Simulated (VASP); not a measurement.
Write the native input for VASP 6.6.1 that does the following.

```
Task                   : single point
Functional             : r2SCAN
Potentials or basis    : VASP PAW PBE potentials, release 64 (Te, Mo_sv)
Cutoff                 : 520 eV
k mesh                 : 12 × 12 × 2
Occupations            : gaussian, width 0.05 eV
Spin                   : no spin polarisation
Dipole correction      : no
Further INCAR settings : ALGO = Normal; EDIFF = 1e-07; NBANDS = 20
```

Slab: Te2Mo, a slab with vacuum.

```xyz
3
Lattice="3.4544 0.0000 0.0000 -1.7272 2.9916 0.0000 0.0000 0.0000 17.5238" Properties=species:S:1:pos:R:3 pbc="T T T"
Te    0.0000    1.9944   15.7348
Te    0.0000    1.9944    1.7890
Mo    0.0000    0.0000    0.0000
```

This cell differs from its parent crystal: strain -0.0300 x Voigt [1, 1, 0, 0, 0, 0].

One way to write it, as run:

POSCAR

```
Te2Mo
1.0
    3.4544184911      0.0000000000      0.0000000000
   -1.7272092455      2.9916141686      0.0000000000
    0.0000000000      0.0000000000     17.5238001931
Te Mo
2 1
Direct
    0.3333333333      0.6666666667      0.8979077081
    0.3333333333      0.6666666667      0.1020922919
    0.0000000000      0.0000000000      0.0000000000
```

INCAR.step1

```
PREC     = Accurate       # precision mode
ENCUT    = 520            # plane-wave cutoff, eV
ISMEAR   = 0              # smearing method
SIGMA    = 0.05           # smearing width, eV
LREAL    = F              # projectors in reciprocal space
LASPH    = T              # aspherical terms in the spheres
NELM     = 80             # most SCF steps
NBANDS   = 20             # bands
GGA      = PE             # functional
ALGO     = Normal         # electronic algorithm
EDIFF    = 1E-4           # SCF threshold, eV
LWAVE    = T              # write WAVECAR
LCHARG   = F              # write CHGCAR
```

INCAR.step2

```
PREC     = Accurate       # precision mode
ENCUT    = 520            # plane-wave cutoff, eV
EDIFF    = 1E-7           # SCF threshold, eV
ISMEAR   = 0              # smearing method
SIGMA    = 0.05           # smearing width, eV
LREAL    = F              # projectors in reciprocal space
LASPH    = T              # aspherical terms in the spheres
NELM     = 80             # most SCF steps
ALGO     = Normal         # electronic algorithm
ISIF     = 2              # what is computed and relaxed
LWAVE    = F              # write WAVECAR
LCHARG   = F              # write CHGCAR
METAGGA  = R2SCAN         # meta-GGA
LMIXTAU  = T            
NBANDS   = 20             # bands
ISTART   = 1
```

KPOINTS

```
Automatic mesh
0
Gamma
  12 12 2
```

Potentials or basis: VASP PAW PBE potentials, release 64 (Te, Mo_sv).

The run is started by

```console
$ cat potpaw_PBE.64/Te/POTCAR potpaw_PBE.64/Mo_sv/POTCAR > POTCAR
$ cp INCAR.step1 INCAR
$ mpirun -np 1 vasp_std > vasp.out
$ cp INCAR.step2 INCAR
$ mpirun -np 1 vasp_std > vasp.out
```

Results of the run:

* Largest force: 0.636 eV/Å
* Band gap on the k mesh: 1.36 eV, direct

Caveat: the cell differs from its parent crystal (strain -0.0300 x Voigt [1, 1, 0, 0, 0, 0]); the PAW data sets were made with another functional, which shifts forces and pressure a little; spin-orbit coupling is left out, which moves the levels of the heavy elements.

Run time: 12 min on 1 thread of Intel(R) Xeon(R) Platinum 8488C (Sapphire Rapids), on a shared host, peak memory 0.44 GiB.
